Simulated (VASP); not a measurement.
WC, 16 atoms in the cell. The typed cell holds 16 atoms: a = 5.886 Å, b = 5.097 Å, c = 5.780 Å, α = 90.00°, β = 90.00°, γ = 90.00°. 

```yaml
Program: VASP 6.6.1
Task: single point
Functional: PBE
Dispersion: D3(BJ)
Potentials_or_basis: VASP PAW PBE potentials, release 64 (W_sv, C)
Cutoff: 520 eV
k_mesh: 2 × 2 × 2
Occupations: fermi-dirac, width 0.3 eV
Spin: no spin polarisation
Dipole_correction: no
Further_INCAR_settings: LREAL = Auto; ALGO = Normal; EDIFF = 1e-06; NBANDS = 86
```

Potentials or basis: VASP PAW PBE potentials, release 64 (W_sv, C).

Launch:

```bash
$ cat potpaw_PBE.64/W_sv/POTCAR potpaw_PBE.64/C/POTCAR > POTCAR
$ mpirun -np 1 vasp_std > vasp.out
```

Hardware: 1 thread of Intel(R) Xeon(R) Platinum 8488C (Sapphire Rapids), on a shared host.

Question: How long does it take, and how much memory?

Answer: It took 5.9 min on 1 thread of Intel(R) Xeon(R) Platinum 8488C (Sapphire Rapids), with other jobs on the host, peak memory 0.32 GiB. Counts: scf iterations 17, k points 8.
